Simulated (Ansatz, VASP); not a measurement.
## CaO: VASP beside Ansatz

```
Ca O
1.0
     0.00000    2.40356    2.40356
     2.40356    0.00000    2.40356
     2.40356    2.40356    0.00000
Ca O
1 1
Direct
  0.00000 0.00000 0.00000
  0.50000 0.50000 0.50000
```

Alike in both runs: task single point; functional PBE; k mesh 8 × 8 × 8; occupations gaussian, width 0.1 eV; collinear spin; Hubbard terms O p U = 3.2 eV.

```csv
,VASP,Ansatz
version,VASP 6.6.1,Ansatz 0.2.0
potentials or method,"VASP PAW PBE potentials, release 64 (Ca_sv, O), cutoff 600 eV","scalar-relativistic, plane waves, PAW"
valence electrons in the cell,16,16
```

VASP gave:

```
gap on the k mesh at the Fermi level (eV) : 3.70
least direct gap on the mesh (eV)         : 4.07
pressure (GPa)                            : 1.4
net moment per atom (μB)                  : 0.00
```

Q: Which values does Ansatz return?

A: gap on the k mesh at the Fermi level (eV): 4.54; least direct gap on the mesh (eV): 4.92; pressure (GPa): 0.2; net moment per atom (μB): 0.00.

The programs project onto different local orbitals, so the same U acts differently, and such runs can settle in different states. Ansatz's warnings: seeded moment not kept.
